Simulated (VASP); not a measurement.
Wanted: the native input for a VASP 6.6.1 run.

```
Task                   : electric field gradients
Functional             : LDA
Potentials or basis    : VASP PAW LDA potentials, release 64 (Na_pv)
Cutoff                 : 520 eV
k mesh                 : 11 × 11 × 6
Occupations            : fermi-dirac, width 0.05 eV
Spin                   : no spin polarisation
Dipole correction      : no
Further INCAR settings : ALGO = Normal; EDIFF = 1e-08; NBANDS = 14
```

The structure of Na lies in POSCAR:

```
Na
1.0
    3.6901018488      0.0000000000      0.0000000000
   -1.8450509244      3.1957219436      0.0000000000
    0.0000000000      0.0000000000      6.0283729130
Na
2
Direct
    0.3333333333      0.6666666667      0.2500000000
    0.6666666667      0.3333333333      0.7500000000
```

This cell differs from its parent crystal: volume scaled by 0.94.

These files were run (other wordings do the same):

INCAR

```
  ALGO = Normal
  EDIFF = 1E-8
  ENCUT = 520
  GGA = CA
  ISIF = 2
  ISMEAR = -1
  LASPH = T
  LCHARG = F
  LEFG = T
  LREAL = F
  LWAVE = F
  NBANDS = 14
  NELM = 60
  PREC = Accurate
  SIGMA = 0.05
```

KPOINTS

```
k-points
0
Gamma
  11 11 6
```

Potentials or basis: VASP PAW LDA potentials, release 64 (Na_pv).

Command:

```bash
$ cat potpaw_LDA.64/Na_pv/POTCAR > POTCAR
$ mpirun -np 1 vasp_std > vasp.out
```

It gave:

The pressure is -0.5 GPa and the band gap on the k mesh is zero (band 7 reaches 2.11 eV, above the bottom of band 8 at -2.03 eV).

Caveat: without QUAD_EFG the Cq values of the log hold for a quadrupole moment of 1 mb, not for the nuclei.

Wall time 20 s on 1 thread of Intel(R) Xeon(R) 6975P-C (Granite Rapids), on a shared host, peak memory 0.17 GiB.
